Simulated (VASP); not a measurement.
# WC (Qusongite) (P1) in VASP: a series of runs

Runs on WC (Qusongite). Level: PBE. Tasks: single point.

Program: VASP 6.6.1. These are calculated values, not measurements. Logs are shortened: lines on timing, memory, paths and dates and some standing lists are left out, and cuts for length are marked.

## (1) The cell of the first run

The typed cell holds 2 atoms: a = 2.813 Å, b = 2.944 Å, c = 2.950 Å, α = 92.20°, β = 88.44°, γ = 118.54°.

## (2) Single point, PBE

INCAR

```
ALGO = Normal ; EDIFF = 1E-6
ENCUT = 520 ; GGA = PE
ISIF = 2 ; ISMEAR = -1
LASPH = True ; LCHARG = True
LELF = True ; LREAL = False
LVHAR = True ; LWAVE = False
NBANDS = 16 ; NELM = 60
PREC = Accurate ; SIGMA = 0.1
```

KPOINTS

```
k-points
0
Gamma
  8 8 7
```

POSCAR

```
WC
1.0
    2.8130359178      0.0002795326      0.0397934556
   -1.4062783596      2.5857360187     -0.0574139898
    0.0388350583     -0.0422792987      2.9494278372
W C
1 1
Direct
    0.0075700000      0.0135300000      0.0003800000
    0.6785300000      0.3358700000      0.4501900000
```

Potentials or basis: VASP PAW PBE potentials, release 64 (W_sv, C).

Command:

```sh
$ cat potpaw_PBE.64/W_sv/POTCAR potpaw_PBE.64/C/POTCAR > POTCAR
$ mpirun -np 1 vasp_std > vasp.out
```

OUTCAR:

```text
EDIFF = 1E-6
   ENCUT = 520
   GGA = PE
   ISIF = 2
   ISMEAR = -1
   LASPH = True
   LREAL = False
   NELM = 60
   PREC = Accurate

 ion  position               nearest neighbor table
   1  0.008  0.014  0.000-   2 2.05   2 2.13   2 2.23   2 2.31   2 2.33   2 2.35
   2  0.679  0.336  0.450-   1 2.05   1 2.13   1 2.23   1 2.31   1 2.33   1 2.35

  LATTYP: Found a triclinic cell.
 ALAT       =     6.4918047807
 B/A-ratio  =     0.6380289245
 C/A-ratio  =     1.4579289793
 COS(alpha) =     0.0067254154
 COS(beta)  =     0.5965852290
 COS(gamma) =     0.8021071331

  Lattice vectors:

 A1 = (   1.3286082430,  -2.5011774213,  -5.8414416846)
 A2 = (  -1.4455926165,  -2.5437362526,  -2.9318073030)
 A3 = (   6.9551592772,   2.6711332139,  -5.8368892974)

Analysis of symmetry for initial positions (statically):
=====================================================================
 Subroutine PRICEL returns:
 Original cell was already a primitive cell.

 Routine SETGRP: Setting up the symmetry group for a
 triclinic supercell.

 Subroutine GETGRP returns: Found  1 space group operations
 (whereof  1 operations were pure point group operations)
 out of a pool of  2 trial point group operations.

The static configuration has the point symmetry C_1 .

Analysis of symmetry for dynamics (positions and initial velocities):
=====================================================================
 Subroutine PRICEL returns:
 Original cell was already a primitive cell.

 Routine SETGRP: Setting up the symmetry group for a
 triclinic supercell.

 Subroutine GETGRP returns: Found  1 space group operations
 (whereof  1 operations were pure point group operations)
 out of a pool of  2 trial point group operations.

The dynamic configuration has the point symmetry C_1 .

 Subroutine INISYM returns: Found  1 space group operations
 (whereof  1 operations are pure point group operations),
 and found     1 'primitive' translations

----------------------------------------------------------------------------------------

                                     Primitive cell

  volume of cell :      21.4462

  direct lattice vectors                    reciprocal lattice vectors
     2.813035918  0.000279533  0.039793456     0.355495628  0.193297439 -0.001909934
    -1.406278360  2.585736019 -0.057413990    -0.000116893  0.386796655  0.005546171
     0.038835058 -0.042279299  2.949427837    -0.004798595  0.004921485  0.339182542

  length of vectors
[... 81 lines left out ...]
   NELM   =     60;   NELMIN=  2; NELMDL= -5     # of ELM steps
   EDIFF  = 0.1E-05   stopping-criterion for ELM
   LREAL  =      F    real-space projection
   EDIFFG = 0.1E-04   stopping-criterion for IOM
   NSW    =      0    number of steps for IOM
   IBRION =     -1    ionic relax: 0-MD 1-quasi-New 2-CG
   NFREE  =      0    steps in history (QN), initial steepest desc. (CG)
   ISIF   =      2    stress and relaxation
   ISYM   =      2    0-nonsym 1-usesym 2-fastsym
   POTIM  = 0.5000    time-step for ionic-motion
   TEBEG  =    0.0;   TEEND  =   0.0 temperature during run
   PSTRESS=    0.0 pullay stress
   NELECT =      18.0000    total number of electrons
   NUPDOWN=      -1.0000    fix difference up-down
   EMIN   =  10.00;   EMAX   =-10.00  energy-range for DOS
   EFERMI =   0.00;   METHOD = LEGACY
   ISMEAR =    -1;   SIGMA  =   0.10  broadening in eV -4-tet -1-fermi 0-gaus
   EFERMI_NEDOS =   21; number of points for ismear=-14 and -15
   IALGO  =     38    algorithm
   IMIX   =      4    mixing-type and parameters
     AMIX     =   0.40;   BMIX     =  1.00
     AMIX_MAG =   1.60;   BMIX_MAG =  1.00
  volume/ion in A,a.u.               =      10.72        72.36
  Fermi-wavevector in a.u.,A,eV,Ry     =   1.544244  2.918198 32.445660  2.384689
  Thomas-Fermi vector in A             =   2.649792
   LORBIT       =      0    0 simple, 1 ext, 2 COOP (PROOUT), +10 PAW based schemes
   GGA     = PE    functional components
   LHFCALC =     F    Hartree Fock is set to
   AEXX    =    0.0000 exact exchange contribution
   IVDW    =     0    specifies the selected vdW correction
   LEPSILON=     F    determine dielectric tensor
   LRPA    =     F    only Hartree local field effects (RPA)
 non-spin polarized calculation
  energy-cutoff  :      520.00
  volume of cell :       21.45
 maximum number of plane-waves:       590
 NGX is ok and might be reduce to    24
   NGX = 11   NGY = 11   NGZ = 11

 number of electron      18.0000002 magnetization

 Free energy of the ion-electron system (eV)
  ---------------------------------------------------
  ext. energy  EPLUGINS =         0.00000000
  ---------------------------------------------------
  free energy    TOTEN  =       -22.13945491 eV

  energy without entropy =      -22.13249855  energy(sigma->0) =      -22.13597673

 E-fermi :  10.6863     XC(G=0): -13.6064

 val. band max:       10.6482700294   @ k =   0.0000   0.0000   0.0000
 cond. band min:      10.7409979533   @ k =   0.0000   0.0000   0.1429
 fundamental gap:      0.0927279239
 Fermi energy:        10.6863385680

 k-point     1 :       0.0000    0.0000    0.0000
  band No.  band energies     occupation
      1     -63.4128      2.00000
      2     -27.4861      2.00000
      3     -27.3297      2.00000
      4     -27.1986      2.00000
      5      -3.5576      2.00000
      6       6.1206      2.00000
[... 433 lines left out ...]
      3     -27.7030      2.00000
      4     -27.3621      2.00000
      5       0.2501      2.00000
      6       4.2793      2.00000
[... 8 lines left out ...]
     15      24.6388      0.00000
     16      27.4271      0.00000

 [... further k-points ...]

------------------------ aborting loop because EDIFF is reached ----------------------------------------

  FORCE on cell =-STRESS in cart. coord.  units (eV):
  Direction    XX          YY          ZZ          XY          YZ          ZX
  --------------------------------------------------------------------------------------
  -------------------------------------------------------------------------------------
  Total        3.5447482     -1.2865667     -2.3941867     -0.4113855      1.5765495     -1.3290803
  in kB      264.8174090    -96.1155013   -178.8624445    -30.7333687    117.7792402    -99.2915660
  external PRESSURE =      -3.3868456 kB  Pullay stress =       0.0000000 kB

 VOLUME and BASIS-vectors are now :
 -----------------------------------------------------------------------------
  energy-cutoff  :      520.00
  volume of cell :       21.45
      direct lattice vectors                 reciprocal lattice vectors
     2.813035918  0.000279533  0.039793456     0.355495628  0.193297439 -0.001909934
    -1.406278360  2.585736019 -0.057413990    -0.000116893  0.386796655  0.005546171
     0.038835058 -0.042279299  2.949427837    -0.004798595  0.004921485  0.339182542

 POSITION                                       TOTAL-FORCE (eV/Angst)
 -----------------------------------------------------------------------------------
      0.00228      0.03497      0.00065         0.759125     -0.837157     -1.823150
      1.45389      0.84963      1.33552        -0.759125      0.837157      1.823150
 -----------------------------------------------------------------------------------
    total drift:                               -0.000049     -0.000010      0.000643

  FREE ENERGIE OF THE ION-ELECTRON SYSTEM (eV)
  ---------------------------------------------------
  free  energy   TOTEN  =       -22.1394549061 eV

  energy  without entropy=      -22.1324985540  energy(sigma->0) =      -22.13597673
```

stdout:

```text
POSCAR found type information on POSCAR W C
 POSCAR found :  2 types and       2 ions
 scaLAPACK will be used
 LDA part: xc-table for (Slater+PW92), standard interpolation
 POSCAR, INCAR and KPOINTS ok, starting setup
 FFT: planning ... GRIDC
 FFT: planning ... GRID_SOFT
 FFT: planning ... GRID
 WAVECAR not read
 entering main loop
```

It took 39 s on 1 thread of Intel Xeon Platinum 8259CL at 2.50GHz (Skylake/Cascade Lake), shared host; peak memory 0.2 GiB.

What came out:

| Property | Result |
| --- | --- |
| Free energy | -22.1395 eV |
| Pressure | -0.3 GPa |
| Largest force | 2.145 eV/Å |
| Band gap on the k mesh | zero (band 9 reaches 10.96 eV, above the bottom of band 10 at 10.46 eV) |

Forces in eV/Å, atoms in the order of the input:
```
W    0.759 -0.837 -1.823
C   -0.759  0.837  1.823
```

Caveat: spin-orbit coupling is left out, which moves the levels of the heavy elements; forces of over 1 eV/Å act on the atoms, so gaps and moduli don't describe the material at rest.

## (3) Single point, PBE

This run uses another cell than the first one, of 10.78 Å³/atom, 1.005 times its volume.

INCAR

```
  PREC = Accurate
  ENCUT = 520
  EDIFF = 1E-7
  ISMEAR = -1
  SIGMA = 0.1
  LREAL = False
  LASPH = True
  NELM = 100
  ALGO = Normal
  ISIF = 2
  LWAVE = False
  LCHARG = True
  GGA = PE
  LELF = True
  LVHAR = True
  NBANDS = 16
```

KPOINTS

```
Automatic mesh
0
Gamma
  8 8 7
```

POSCAR

```
WC
1.0
    2.8177400000      0.0002800000      0.0398600000
   -1.4086300000      2.5900600000     -0.0575100000
    0.0389000000     -0.0423500000      2.9543600000
W C
1 1
Direct
    0.0075700000      0.0135300000      0.0003800000
    0.6785300000      0.3358700000      0.4501900000
```

Potentials or basis: VASP PAW PBE potentials, release 64 (W_sv, C).

Command:

```sh
$ cat potpaw_PBE.64/W_sv/POTCAR potpaw_PBE.64/C/POTCAR > POTCAR
$ mpirun -np 1 vasp_std > vasp.out
```

Wall time 48 s (1 thread of Intel Xeon Platinum 8259CL at 2.50GHz (Skylake/Cascade Lake), shared host); peak memory 0.2 GiB.

The run converged. Its results:

```
Free energy            : -22.1387 eV
Pressure               : -2.2 GPa
Largest force          : 2.095 eV/Å
Band gap on the k mesh : zero (band 9 reaches 10.88 eV, above the bottom of band 10 at 10.40 eV)
```

Forces in eV/Å, atoms in the order of the input:
```
W    0.748 -0.817 -1.778
C   -0.748  0.817  1.778
```

Stress tensor (GPa, compression positive):
```
 24.36  -3.01  -9.77
 -3.01 -11.19  11.58
 -9.77  11.58 -19.67
```

Levels at points of the mesh, in eV from the Fermi level:
| k point | band 7 | band 8 | band 9 | band 10 | band 11 | band 12 |
| --- | --- | --- | --- | --- | --- | --- |
| (0.00, 0.00, 0.00) | -3.61 | -2.60 | -0.04 | 2.64 | 2.92 | 5.23 |
| (0.50, 0.00, 0.00) | -4.00 | -3.26 | -0.70 | 2.09 | 4.22 | 5.26 |
| (0.00, 0.50, 0.00) | -4.21 | -3.19 | -0.32 | 2.67 | 4.54 | 4.93 |
| (0.50, 0.50, 0.00) | -3.94 | -3.42 | -0.64 | 2.14 | 4.12 | 5.21 |

Caveat: spin-orbit coupling is left out, which moves the levels of the heavy elements; forces of over 1 eV/Å act on the atoms, so gaps and moduli don't describe the material at rest.
